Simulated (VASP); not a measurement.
Input of a VASP 6.6.1 run:

File INCAR:

```
SYSTEM = PrHg3B2
PREC = Accurate
ENCUT = 600
EDIFF = 1E-6
ISMEAR = -1
SIGMA = 0.1
LREAL = .FALSE.
LASPH = .TRUE.
NELM = 200
ALGO = Normal
ISIF = 2
LWAVE = .FALSE.
LCHARG = .FALSE.
GGA = PE
NBANDS = 36
GGA_COMPAT = .FALSE.
LMAXMIX = 6
```

Contents of KPOINTS:

```
Automatic mesh
0
Gamma
  4 4 5
  0 0 0.5
```

Contents of POSCAR:

```
PrHg3B2
1.0
    3.1024390000      5.3735790000      0.0000000000
   -3.1024390000      5.3735790000      0.0000000000
    0.0000000000      0.0000000000      3.3817260000
B Pr Hg
2 1 3
Direct
    0.3333000000      0.3334000000      0.0000000000
    0.6666000000      0.6667000000      0.0000000000
    0.0000000000      0.0000000000      0.0000000000
    0.5000000000      0.5000000000      0.5000000000
    0.5000000000      0.0000000000      0.5000000000
    0.0000000000      0.5000000000      0.5000000000
```

Potentials or basis: VASP PAW PBE potentials, release 64 (B, Pr, Hg).

Command:

```sh
$ cat potpaw_PBE.64/B/POTCAR potpaw_PBE.64/Pr/POTCAR potpaw_PBE.64/Hg/POTCAR > POTCAR
$ mpirun -np 1 vasp_std > vasp.out
```

Question: What does it give for the pressure?

Answer: 0.4 GPa.

Question: Estimate the band gap on the k mesh.

Answer: Zero (an odd number of electrons rules out a gap without spin polarisation).

Stress tensor (GPa, compression positive):
```
-0.97  0.00  0.00
 0.00 -0.96  0.00
 0.00  0.00  3.21
```

Caveat: the k points lie up to 0.37 Å⁻¹ apart, too coarse for converged energies and pressures of a metal; spin-orbit coupling is left out, which moves the levels of the heavy elements; semilocal functionals describe open f shells poorly, which spoils levels, moments and volumes. Spin polarisation is off, so any magnetic state and its effect on volume and gap are missing.
